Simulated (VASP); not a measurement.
Wanted: the native input for a VASP 6.6.1 run.

* Task: relaxation of cell and atoms
* Functional: PBE
* Potentials or basis: VASP PAW PBE potentials, release 64 (Pt)
* Cutoff: 600 eV
* k mesh: 24 × 24 × 24
* Occupations: gaussian, width 0.1 eV
* Spin: no spin polarisation
* Dipole correction: no
* Further INCAR settings: ALGO = Normal; EDIFF = 1e-06; IBRION = 2; EDIFFG = -0.01; NSW = 100; ISIF = 3

The structure of Pt lies in POSCAR:

```
Pt
1.0
   -1.5842200000      1.5842200000      1.5842200000
    1.5842200000     -1.5842200000      1.5842200000
    1.5842200000      1.5842200000     -1.5842200000
Pt
1
Direct
    0.0000000000      0.0000000000      0.0000000000
```

This isn't the form of Pt at room conditions, which is fcc.

These files were run (other wordings do the same):

INCAR

```
SYSTEM = Pt
PREC = Accurate
ENCUT = 600
EDIFF = 1E-6
ISMEAR = 0
SIGMA = 0.1
LREAL = .False.
LASPH = .True.
NELM = 100
ALGO = Normal
ISIF = 3
LWAVE = .False.
LCHARG = .False.
GGA = PE
IBRION = 2
NSW = 100
EDIFFG = -0.01
```

KPOINTS

```
regular mesh
0
Gamma
  24 24 24
  0 0 0
```

Potentials or basis: VASP PAW PBE potentials, release 64 (Pt).

Run with:

```console
$ cat potpaw_PBE.64/Pt/POTCAR > POTCAR
$ mpirun -np 1 vasp_std > vasp.out
```

It gave:

```json
{
  "Relaxed volume": "15.81 Å³/atom",
  "Relaxed cell": "a = 2.738 Å, b = 2.738 Å, c = 2.738 Å, α = 109.47°, β = 109.47°, γ = 109.47°",
  "Space group after relaxing (to 0.1 Å)": "Im-3m (No. 229)",
  "Energy gained by relaxing": "0.4 meV/atom",
  "Ionic steps": "3",
  "Pressure after relaxing": "0.0 GPa",
  "Band gap on the k mesh": "zero (bands 5 and 6 overlap by 2.16 eV)"
}
```

Caveat: spin-orbit coupling is left out, which moves the levels of the heavy elements.

Run time: 3.2 min on 1 thread of AMD EPYC 7R13, on a shared host, peak memory 0.19 GiB.
